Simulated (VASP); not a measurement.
Here is a VASP 6.6.1 calculation.

Contents of INCAR:

```
ALGO     = Fast           # electronic algorithm
EDIFF    = 1E-7           # SCF threshold, eV
ENCUT    = 520            # plane-wave cutoff, eV
GGA      = RP             # functional
ISIF     = 2              # what is computed and relaxed
ISMEAR   = 0              # smearing method
LASPH    = True           # aspherical terms in the spheres
LCHARG   = True           # write CHGCAR
LELF     = True           # ELF
LREAL    = False          # projectors in reciprocal space
LVHAR    = True         
LWAVE    = False          # write WAVECAR
NBANDS   = 7              # bands
NELM     = 80             # most SCF steps
PREC     = Accurate       # precision mode
SIGMA    = 0.1            # smearing width, eV
```

File KPOINTS:

```
k-points
0
Gamma
  6 6 4
```

Contents of POSCAR:

```
Mg
1.0
    3.0502998005      0.0000000000      0.0000000000
   -1.5251499003      2.6416371164      0.0000000000
    0.0000000000      0.0000000000      3.0448375700
Mg
1
Direct
    0.0000000000      0.0000000000      0.0000000000
```

Potentials or basis: VASP PAW PBE potentials, release 64 (Mg).

Launch:

```bash
$ cat potpaw_PBE.64/Mg/POTCAR > POTCAR
$ mpirun -np 1 vasp_std > vasp.out
```

Problem. Predict the band gap on the k mesh.

Solution. Zero (band 1 reaches 5.42 eV, above the bottom of band 2 at -0.00 eV).

Problem. Estimate the pressure.

Solution. 2.0 GPa.

Stress tensor (GPa, compression positive):
```
0.86 0.00 0.00
0.00 0.86 0.00
0.00 0.00 4.17
```

Caveat: the k points lie up to 0.52 Å⁻¹ apart; the PAW data sets were made with another functional, which shifts forces and pressure a little.
